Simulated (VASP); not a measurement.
The system is CoO.

```
CELL_PARAMETERS angstrom
2.85630 0.00000 0.00000
-1.42815 2.47363 0.00000
0.00000 0.00000 2.78761
ATOMIC_POSITIONS crystal
Co 0.00000 0.00000 0.00000
O 0.66667 0.33333 0.50000
```

Base run:

| Property | Result |
| --- | --- |
| Program | VASP 6.6.1 |
| Functional | PBE |
| Potentials or basis | VASP PAW PBE potentials, release 64 (Co, O) |
| Cutoff | 520 eV |
| k mesh | 8 × 8 × 7 |
| Occupations | gaussian, width 0.05 eV |
| Spin | collinear spin, ferromagnetic start |
| Starting moments | [2.0, 0.0] μB |

Its results: band gap on the k mesh zero (filled and empty bands overlap); pressure -8.5 GPa; net moment 3.00 μB per cell; site moments Co +2.56; O +0.40 μB.

Q: The run is repeated on the same cell with these changes: moments at the start from [2.0, 0.0] to [2.86, 0.26]; hubbard terms from none to Co d U = 4.0 eV. What comes out?

A: Band gap on the k mesh zero (filled and empty bands overlap); pressure -5.3 GPa; net moment 3.00 μB per cell; site moments Co +2.72; O +0.27 μB.

Caveats: a cell with one magnetic atom can't hold antiferromagnetic order, which such compounds often take; semilocal functionals often make such compounds metallic where correlation or magnetic order opens a gap, which also shifts bond lengths (some runs).
